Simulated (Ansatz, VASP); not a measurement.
# C: VASP beside Ansatz

INCAR

```
  PREC = Accurate
  ENCUT = 600
  EDIFF = 1E-7
  ISMEAR = 0
  SIGMA = 0.1
  LREAL = F
  LASPH = T
  NELM = 80
  ALGO = Normal
  ISIF = 3
  LWAVE = F
  LCHARG = F
  IBRION = 2
  NSW = 80
  EDIFFG = -0.01
```

The input KPOINTS:

```
regular mesh
0
Gamma
  18 18 6
```

POSCAR

```
C
1.0
    1.2280479700     -2.1270618200      0.0000000000
    1.2280479700      2.1270618200      0.0000000000
    0.0000000000      0.0000000000      7.1732677600
C
4
Direct
    0.0833794600      0.9166205400      0.7531376000
    0.5833794600      0.4166205400      0.2468624000
    0.9166205400      0.0833794600      0.2468624000
    0.4166205400      0.5833794600      0.7531376000
```

Input for Ansatz:

```yaml
crystal:
  lattice:
    - [1.22804797, -2.12706182, 0.0]
    - [1.22804797, 2.12706182, 0.0]
    - [0.0, 0.0, 7.17326776]
  atoms:
    - { symbol: C, position: [0.08337946, 0.91662054, 0.7531376] }
    - { symbol: C, position: [0.58337946, 0.41662054, 0.2468624] }
    - { symbol: C, position: [0.91662054, 0.08337946, 0.2468624] }
    - { symbol: C, position: [0.41662054, 0.58337946, 0.7531376] }
basis:
  ecutwfc: 420
kpoints:
  mp_grid: { grid: [18, 18, 6] }
hamiltonian:
  xc: lda
scf:
  occupations: { method: gaussian, width: 0.1 }
output:
  forces: true
  stress: true
  eigenvalues: true
relax:
  adjacent_minimum: "off"
  f_tol: 0.01
  max_steps: 60
  cell: { stress_tol: 0.05 }
```

Alike in both runs: task relaxation of cell and atoms; functional LDA; k mesh 18 × 18 × 6; occupations gaussian, width 0.1 eV; no spin polarisation.

|  | VASP | Ansatz |
| --- | --- | --- |
| version | VASP 6.6.1 | Ansatz 0.2.0 |
| potentials or method | VASP PAW LDA potentials, release 64 (C), cutoff 600 eV | scalar-relativistic, plane waves, PAW |
| valence electrons in the cell | 16 | 16 |

VASP gave:

| Property | Result |
| --- | --- |
| relaxed volume (Å³/atom) | 8.58 |
| relaxed cell length with the largest relative difference (Å) | 6.627 |

Problem. What did Ansatz give for the same quantities?

Solution. Relaxed volume (Å³/atom): 8.72; relaxed cell length with the largest relative difference (Å): 6.735.

LDA's correlation is that of Perdew and Zunger in VASP and of Perdew and Wang (1992) in Ansatz.
